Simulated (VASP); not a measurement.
# Fe (P6/mmm) in VASP: a series of runs

The runs below take Fe through single point, with PBEsol.

Everything below comes from runs of VASP 6.6.1. Logs are shortened: lines on timing, memory, paths and dates and some standing lists are left out, and cuts for length are marked.

## 1. The cell of the first run

The structure is hexagonal, space group P6/mmm (No. 191). The conventional cell has a = 3.869 Å, b = 3.869 Å, c = 2.372 Å, α = 90.00°, β = 90.00°, γ = 120.00°. Fe (site symmetry 6/mmm) has 14 Fe at 2.37 to 2.53 Å within 3.1 Å. Within 3.0 Å of Fe (site symmetry -6m2) lie 11 Fe at 2.23 to 2.53 Å.

This isn't the form of Fe at room conditions, which is bcc.

## 2. Single point, PBEsol, collinear spin, ferromagnetic start

INCAR

```
SYSTEM = Fe
PREC     = Accurate       ! precision mode
ENCUT    = 520            ! plane-wave cutoff, eV
EDIFF    = 1E-6           ! SCF threshold, eV
ISMEAR   = -1             ! smearing method
SIGMA    = 0.1            ! smearing width, eV
LREAL    = .FALSE.        ! projectors in reciprocal space
LASPH    = .TRUE.         ! aspherical terms in the spheres
NELM     = 150            ! most SCF steps
ALGO     = Normal         ! electronic algorithm
ISIF     = 2              ! what is computed and relaxed
LWAVE    = .FALSE.        ! write WAVECAR
LCHARG   = .TRUE.         ! write CHGCAR
ISPIN    = 2              ! spin polarisation
MAGMOM   = 2.5 2.5 2.5    ! initial moments
LORBIT   = 11             ! projections on sites
LMAXMIX  = 4              ! l up to which the mixer works
GGA      = PS             ! functional
LELF     = .TRUE.         ! ELF
LVHAR    = .TRUE.       
NBANDS   = 23             ! bands
```

KPOINTS

```
Automatic mesh
0
G
  9 9 13
  0 0 0
```

POSCAR

```
Fe
1.0
    3.8690708238      0.0000000000      0.0000000000
   -1.9345354119      3.3507136224      0.0000000000
    0.0000000000      0.0000000000      2.3718721443
Fe
3
Direct
    0.0000000000      0.0000000000      0.0000000000
    0.3333333333      0.6666666667      0.5000000000
    0.6666666667      0.3333333333      0.5000000000
```

Potentials or basis: VASP PAW PBE potentials, release 64 (Fe).

Command:

```console
> cat potpaw_PBE.64/Fe/POTCAR > POTCAR
> mpirun -np 1 vasp_std > vasp.out
```

OUTCAR:

```text
SYSTEM = Fe
   PREC = Accurate
   ENCUT = 520
   EDIFF = 1E-6
   ISMEAR = -1
   LREAL = .FALSE.
   LASPH = .TRUE.
   NELM = 150
   ISIF = 2
   ISPIN = 2
   LORBIT = 11
   GGA = PS

 ion  position               nearest neighbor table
   1  0.000  0.000  0.000-   2 2.53   3 2.53   2 2.53   3 2.53   2 2.53   2 2.53   3 2.53   3 2.53
                             3 2.53   3 2.53   2 2.53   2 2.53
   2  0.333  0.667  0.500-   3 2.23   3 2.23   3 2.23   1 2.53   1 2.53   1 2.53   1 2.53   1 2.53
                             1 2.53
   3  0.667  0.333  0.500-   2 2.23   2 2.23   2 2.23   1 2.53   1 2.53   1 2.53   1 2.53   1 2.53
                             1 2.53

  LATTYP: Found a hexagonal cell.
 ALAT       =     3.8690708238
 C/A-ratio  =     0.6130340468

  Lattice vectors:

 A1 = (   3.8690708238,   0.0000000000,   0.0000000000)
 A2 = (  -1.9345354119,   3.3507136224,   0.0000000000)
 A3 = (   0.0000000000,   0.0000000000,   2.3718721443)

Analysis of symmetry for initial positions (statically):
=====================================================================
 Subroutine PRICEL returns:
 Original cell was already a primitive cell.

 Routine SETGRP: Setting up the symmetry group for a
 hexagonal supercell.

 Subroutine GETGRP returns: Found 24 space group operations
 (whereof 24 operations were pure point group operations)
 out of a pool of 24 trial point group operations.

The static configuration has the point symmetry D_6h.

Analysis of symmetry for dynamics (positions and initial velocities):
=====================================================================
 Subroutine PRICEL returns:
 Original cell was already a primitive cell.

 Routine SETGRP: Setting up the symmetry group for a
 hexagonal supercell.

 Subroutine GETGRP returns: Found 24 space group operations
 (whereof 24 operations were pure point group operations)
 out of a pool of 24 trial point group operations.

The dynamic configuration has the point symmetry D_6h.

Analysis of structural, dynamic, and magnetic symmetry:
=====================================================================
 Subroutine PRICEL returns:
 Original cell was already a primitive cell.

 Routine SETGRP: Setting up the symmetry group for a
 hexagonal supercell.

 Subroutine GETGRP returns: Found 24 space group operations
 (whereof 24 operations were pure point group operations)
 out of a pool of 24 trial point group operations.

The overall configuration has the point symmetry D_6h.

 Subroutine INISYM returns: Found 24 space group operations
 (whereof 24 operations are pure point group operations),
 and found     1 'primitive' translations

----------------------------------------------------------------------------------------

                                     Primitive cell

  volume of cell :      30.7493

  direct lattice vectors                    reciprocal lattice vectors
     3.869070824  0.000000000  0.000000000     0.258459988  0.149221944  0.000000000
    -1.934535412  3.350713622  0.000000000     0.000000000  0.298443888  0.000000000
     0.000000000  0.000000000  2.371872144     0.000000000  0.000000000  0.421607886

  length of vectors
     3.869070824  3.869070824  2.371872144     0.298443888  0.298443888  0.421607886

  position of ions in fractional coordinates (direct lattice)
     0.000000000  0.000000000  0.000000000
     0.333333333  0.666666667  0.500000000
     0.666666667  0.333333333  0.500000000

  ion indices of the primitive-cell ions
   primitive index   ion index
                 1           1
                 2           2
                 3           3

----------------------------------------------------------------------------------------

 KPOINTS: Automatic mesh

Automatic generation of k-mesh.
 Grid dimensions read from file:
 generate k-points for:    9    9   13

 Generating k-lattice:

  Cartesian coordinates                     Fractional coordinates (reciprocal lattice)
     0.028717776  0.016580216  0.000000000     0.111111111  0.000000000  0.000000000
     0.000000000  0.033160432  0.000000000     0.000000000  0.111111111  0.000000000
     0.000000000  0.000000000  0.032431376     0.000000000  0.000000000  0.076923077

  Length of vectors
     0.033160432  0.033160432  0.032431376

  Shift w.r.t. Gamma in fractional coordinates (k-lattice)
     0.000000000  0.000000000  0.000000000

 Subroutine IBZKPT returns following result:
 ===========================================

 Found     84 irreducible k-points:

 Following reciprocal coordinates:
            Coordinates               Weight
  0.000000  0.000000  0.000000      1.000000
  0.111111  0.000000  0.000000      6.000000
  0.222222  0.000000  0.000000      6.000000
  0.333333  0.000000  0.000000      6.000000
  0.444444  0.000000  0.000000      6.000000
  0.111111  0.111111  0.000000      6.000000
[... 16 lines left out ...]
  0.333333  0.222222  0.076923     24.000000
  0.333333  0.333333  0.076923      4.000000
 [... further k-points ...]
   k-points           NKPTS =     84   k-points in BZ     NKDIM =     84   number of bands    NBANDS=     23
   number of dos      NEDOS =    301   number of ions     NIONS =      3
   total plane-waves  NPLWV =  16200
   dimension x,y,z NGX =    30 NGY =   30 NGZ =   18
   dimension x,y,z NGXF=    60 NGYF=   60 NGZF=   36
   ions per type =               3
   NGX,Y,Z   is equivalent  to a cutoff of  12.89, 12.89, 12.62 a.u.
   NGXF,Y,Z  is equivalent  to a cutoff of  25.78, 25.78, 25.23 a.u.
 SYSTEM =  Fe
   PREC   = accura    normal or accurate (medium, high low for compatibility)
   ISTART =      0    job   : 0-new  1-cont  2-samecut
   ICHARG =      2    charge: 1-file 2-atom 10-const
   ISPIN  =      2    spin polarized calculation?
   LNONCOLLINEAR =      F non collinear calculations
   LSORBIT =      F    spin-orbit coupling
   LASPH  =      T    aspherical Exc in radial PAW
   ENCUT  =  520.0 eV  38.22 Ry    6.18 a.u.   7.19  7.19  4.41*2*pi/ulx,y,z
   NELM   =    150;   NELMIN=  2; NELMDL= -5     # of ELM steps
   EDIFF  = 0.1E-05   stopping-criterion for ELM
   LREAL  =      F    real-space projection
   EDIFFG = 0.1E-04   stopping-criterion for IOM
   NSW    =      0    number of steps for IOM
   IBRION =     -1    ionic relax: 0-MD 1-quasi-New 2-CG
   NFREE  =      0    steps in history (QN), initial steepest desc. (CG)
   ISIF   =      2    stress and relaxation
   ISYM   =      2    0-nonsym 1-usesym 2-fastsym
   POTIM  = 0.5000    time-step for ionic-motion
   TEBEG  =    0.0;   TEEND  =   0.0 temperature during run
   PSTRESS=    0.0 pullay stress
   NELECT =      24.0000    total number of electrons
   NUPDOWN=      -1.0000    fix difference up-down
   EMIN   =  10.00;   EMAX   =-10.00  energy-range for DOS
   EFERMI =   0.00;   METHOD = LEGACY
   ISMEAR =    -1;   SIGMA  =   0.10  broadening in eV -4-tet -1-fermi 0-gaus
   EFERMI_NEDOS =   21; number of points for ismear=-14 and -15
   IALGO  =     38    algorithm
   IMIX   =      4    mixing-type and parameters
     AMIX     =   0.40;   BMIX     =  1.00
     AMIX_MAG =   1.60;   BMIX_MAG =  1.00
  volume/ion in A,a.u.               =      10.25        69.17
  Fermi-wavevector in a.u.,A,eV,Ry     =   1.507302  2.848387 30.911866  2.271958
  Thomas-Fermi vector in A             =   2.617906
   LORBIT       =     11    0 simple, 1 ext, 2 COOP (PROOUT), +10 PAW based schemes
   GGA     = PS    functional components
   LHFCALC =     F    Hartree Fock is set to
   AEXX    =    0.0000 exact exchange contribution
   IVDW    =     0    specifies the selected vdW correction
   LEPSILON=     F    determine dielectric tensor
   LRPA    =     F    only Hartree local field effects (RPA)
 spin polarized calculation
  energy-cutoff  :      520.00
  volume of cell :       30.75
 maximum number of plane-waves:       847
 NGX is ok and might be reduce to    30
   NGX = 15   NGY = 15   NGZ =  9

 number of electron      24.0000013 magnetization       0.0144389

 number of electron      24.0000013 magnetization      -0.0008756

 Free energy of the ion-electron system (eV)
  ---------------------------------------------------
  ext. energy  EPLUGINS =         0.00000000
  ---------------------------------------------------
  free energy    TOTEN  =       -26.31166105 eV

  energy without entropy =      -26.13004105  energy(sigma->0) =      -26.22085105

 E-fermi :   6.8073     XC(G=0): -13.9061

 val. band max:        6.8062332259   @ k =   0.2222   0.0000   0.0000
 cond. band min:       6.8267575534   @ k =   0.2222   0.0000   0.0769
 fundamental gap:      0.0205243275
 Fermi energy:         6.8073071431

 spin component 1

 k-point     1 :       0.0000    0.0000    0.0000
  band No.  band energies     occupation
      1      -2.2285      1.00000
      2       2.3349      1.00000
      3       3.8778      1.00000
      4       3.8778      1.00000
      5       3.9132      1.00000
      6       3.9132      1.00000
[... 15 lines left out ...]
     22      17.7194      0.00000
     23      24.2261      0.00000
[... 575 lines left out ...]
      1       1.1422      1.00000
      2       1.6045      1.00000
      3       1.6045      1.00000
      4       3.9537      1.00000
      5       3.9537      1.00000
      6       4.3153      1.00000
[... 15 lines left out ...]
     22      27.2937      0.00000
     23      27.2937      0.00000

 [... further k-points ...]

 spin component 2

 k-point     1 :       0.0000    0.0000    0.0000
  band No.  band energies     occupation
      1      -2.2285      1.00000
      2       2.3347      1.00000
      3       3.8775      1.00000
      4       3.8775      1.00000
      5       3.9132      1.00000
      6       3.9132      1.00000
[... 15 lines left out ...]
     22      17.7195      0.00000
     23      24.2261      0.00000
[... 575 lines left out ...]
      1       1.1421      1.00000
      2       1.6045      1.00000
      3       1.6045      1.00000
      4       3.9536      1.00000
      5       3.9536      1.00000
      6       4.3150      1.00000
[... 15 lines left out ...]
     22      27.2938      0.00000
     23      27.2938      0.00000

 [... further k-points ...]
[... 5 lines left out ...]
  --------------------------------------------------------------------------------------
  -------------------------------------------------------------------------------------
  Total       -2.0356463     -2.0356463     -0.0436674      0.0000000     -0.0000000      0.0000000
  in kB     -106.0663552   -106.0663552     -2.2752690      0.0000000     -0.0000000      0.0000000
  external PRESSURE =     -71.4693264 kB  Pullay stress =       0.0000000 kB

 VOLUME and BASIS-vectors are now :
 -----------------------------------------------------------------------------
  energy-cutoff  :      520.00
  volume of cell :       30.75
      direct lattice vectors                 reciprocal lattice vectors
     3.869070824  0.000000000  0.000000000     0.258459988  0.149221944  0.000000000
    -1.934535412  3.350713622  0.000000000     0.000000000  0.298443888  0.000000000
     0.000000000  0.000000000  2.371872144     0.000000000  0.000000000  0.421607886

 POSITION                                       TOTAL-FORCE (eV/Angst)
 -----------------------------------------------------------------------------------
      0.00000      0.00000      0.00000         0.000000      0.000000      0.000000
     -0.00000      2.23381      1.18594        -0.000000      0.000000     -0.000000
      1.93454      1.11690      1.18594         0.000000      0.000000      0.000000
 -----------------------------------------------------------------------------------
    total drift:                               -0.000000      0.000000      0.000000

  FREE ENERGIE OF THE ION-ELECTRON SYSTEM (eV)
  ---------------------------------------------------
  free  energy   TOTEN  =       -26.3116610459 eV

  energy  without entropy=      -26.1300410486  energy(sigma->0) =      -26.22085105

 total charge

# of ion       s       p       d       tot
------------------------------------------
    1        0.513   0.619   6.312   7.445
    2        0.549   0.639   6.375   7.563
    3        0.549   0.639   6.375   7.563
--------------------------------------------------
tot          1.611   1.896  19.063  22.571

 magnetization (x)

# of ion       s       p       d       tot
------------------------------------------
    1       -0.000   0.000  -0.001  -0.001
    2        0.000   0.000  -0.000  -0.000
    3        0.000   0.000  -0.000  -0.000
--------------------------------------------------
tot          0.000   0.000  -0.001  -0.001
```

Run time: 5.6 min. Hardware: 1 thread of Intel Xeon 8259CL, shared host; peak memory 0.21 GiB.

Results:

```yaml
Free_energy: -26.3117 eV
Pressure: -7.1 GPa
Band_gap_on_the_k_mesh: zero (filled and empty bands overlap)
Net_moment: 0.00 μB per cell
Valence_electrons_inside_the_program's_atomic_spheres: Fe 7.45, 7.56 (each value once)
```

Levels at points of the mesh, in eV from the Fermi level:
Spin up:
| k point | band 9 | band 10 | band 11 | band 12 | band 13 | band 14 | band 15 | band 16 |
| --- | --- | --- | --- | --- | --- | --- | --- | --- |
| (0.00, 0.00, 0.00) | -1.37 | -1.37 | -0.74 | -0.74 | -0.67 | -0.67 | 0.98 | 0.98 |
Spin down:
| k point | band 10 | band 11 | band 12 | band 13 | band 14 | band 15 |
| --- | --- | --- | --- | --- | --- | --- |
| (0.00, 0.00, 0.00) | -1.37 | -0.74 | -0.74 | -0.67 | -0.67 | 0.98 |

Caveat: the cell stands under tension; the PAW data sets were made with another functional, which shifts forces and pressure a little.

## 3. Single point, PBEsol, collinear spin, ferromagnetic start

INCAR

```
PREC     = Accurate       # precision mode
ENCUT    = 520            # plane-wave cutoff, eV
EDIFF    = 1E-6           # SCF threshold, eV
ISMEAR   = -1             # smearing method
SIGMA    = 0.1            # smearing width, eV
LREAL    = False          # projectors in reciprocal space
LASPH    = True           # aspherical terms in the spheres
NELM     = 150            # most SCF steps
ALGO     = Normal         # electronic algorithm
ISIF     = 2              # what is computed and relaxed
LWAVE    = False          # write WAVECAR
LCHARG   = True           # write CHGCAR
ISPIN    = 2              # spin polarisation
MAGMOM   = 2.5 2.5 2.5    # initial moments
LORBIT   = 11             # projections on sites
LMAXMIX  = 4              # l up to which the mixer works
GGA      = PS             # functional
LELF     = True           # ELF
LVHAR    = True         
NBANDS   = 23             # bands
```

KPOINTS

```
regular mesh
0
Gamma
  9 9 13
```

POSCAR

```
Fe
1.0
    3.8708258315      0.0000000000      0.0000000000
   -1.9354129158      3.3522335037      0.0000000000
    0.0000000000      0.0000000000      2.3710370489
Fe
3
Direct
    0.0000000000      0.0000000000      0.0000000000
    0.3333333333      0.6666666667      0.5000000000
    0.6666666667      0.3333333333      0.5000000000
```

Potentials or basis: VASP PAW PBE potentials, release 64 (Fe).

Command:

```console
> cat potpaw_PBE.64/Fe/POTCAR > POTCAR
> mpirun -np 1 vasp_std > vasp.out
```

It took 6.2 min on 1 thread of Intel Xeon 8259CL, shared host; peak memory 0.22 GiB.

The run converged. Its results:

| Property | Result |
| --- | --- |
| Free energy | -26.3098 eV |
| Pressure | -7.4 GPa |
| Band gap on the k mesh | zero (filled and empty bands overlap) |
| Net moment | -0.01 μB per cell |
| Valence electrons inside the program's atomic spheres | Fe 7.44, 7.56 (each value once) |

Stress tensor (GPa, compression positive):
```
-10.91   0.00   0.00
  0.00 -10.91   0.00
  0.00   0.00  -0.22
```

Levels at points of the mesh, in eV from the Fermi level:
Spin up:
```tsv
k point	band 10	band 11	band 12	band 13	band 14	band 15
(0.00, 0.00, 0.00)	-1.37	-0.73	-0.73	-0.66	-0.66	0.98
```
Spin down:
```csv
k point,band 10,band 11,band 12,band 13,band 14,band 15
"(0.00, 0.00, 0.00)",-1.37,-0.74,-0.74,-0.67,-0.67,0.98
```

Caveat: the cell stands under tension; the PAW data sets were made with another functional, which shifts forces and pressure a little.
